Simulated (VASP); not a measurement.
Runs of VASP 6.6.1 on Al. The structure is that of space group Fm-3m (No. 225), or close to it. The cells are those of the table. 

```csv
cell,k mesh,gap on the mesh (eV),pressure (GPa)
"a = 2.840 Å, angles 60.0°, 1 atom",18 × 18 × 18,none,(a)
"a = 2.778 Å, angles 60.0°, 1 atom",18 × 18 × 18,none,6.2
"a = 2.868, b = 2.811, c = 2.811 Å, angles 60.0, 60.7, 60.7°, 1 atom",16 × 15 × 15,none,(b)
"a = 4.016, b = 4.918, c = 2.839 Å, angles 150.0, 90.0, 114.1°, 1 atom",10 × 8 × 37,none,0.1
"a = 2.823 Å, angles 60.0°, 1 atom",18 × 18 × 18,none,1.5
```

Alike in all rows: task single point; level PBEsol; potentials or basis VASP PAW PBE potentials, release 64 (Al); no spin polarisation; cutoff (eV) 520; smearing gaussian 0.1 eV.

Task: Estimate the missing entries.

Result: (a) 0.0; (b) 0.2.

Caveats: the PAW data sets were made with another functional, which shifts forces and pressure a little; the cell stands under pressure (at least some runs).

A gap of «none» marks levels without a gap at the run's occupations.
